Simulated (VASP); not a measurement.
Here is a VASP 6.6.1 calculation.

File INCAR:

```
SYSTEM = NaI
PREC = Accurate ; ENCUT = 520
EDIFF = 1E-8 ; ISMEAR = -1
SIGMA = 0.08 ; LREAL = .FALSE.
LASPH = .TRUE. ; NELM = 100
ALGO = Normal ; ISIF = 2
LWAVE = .FALSE. ; LCHARG = .FALSE.
GGA = PE ; LEFG = .TRUE.
NBANDS = 14
```

Contents of KPOINTS:

```
regular mesh
0
G
  11 11 11
  0 0 0
```

Contents of POSCAR:

```
NaI
1.0
   -0.0326423896      3.2479177601      3.2479177601
    3.2479177601     -0.0326423896      3.2479177601
    3.2479177601      3.2479177601     -0.0326423896
Na I
1 1
Direct
    0.0000000000      0.0000000000      0.0000000000
    0.5000000000      0.5000000000      0.5000000000
```

Potentials or basis: VASP PAW PBE potentials, release 64 (Na_pv, I).

Launch:

```bash
$ cat potpaw_PBE.64/Na_pv/POTCAR potpaw_PBE.64/I/POTCAR > POTCAR
$ mpirun -np 1 vasp_std > vasp.out
```

Q: What does it give for the band gap on the k mesh?

A: 3.53 eV.

Q: What does it give for the pressure?

A: 0.0 GPa.

Stress tensor (GPa, compression positive):
```
0.02 0.07 0.07
0.07 0.02 0.07
0.07 0.07 0.02
```

Caveat: the cell differs from its parent crystal (equal xy, yz and zx shear strains of -1 %); without QUAD_EFG the Cq values of the log hold for a quadrupole moment of 1 mb, not for the nuclei; spin-orbit coupling is left out, which moves the levels of the heavy elements. A k mesh can miss the band edges.
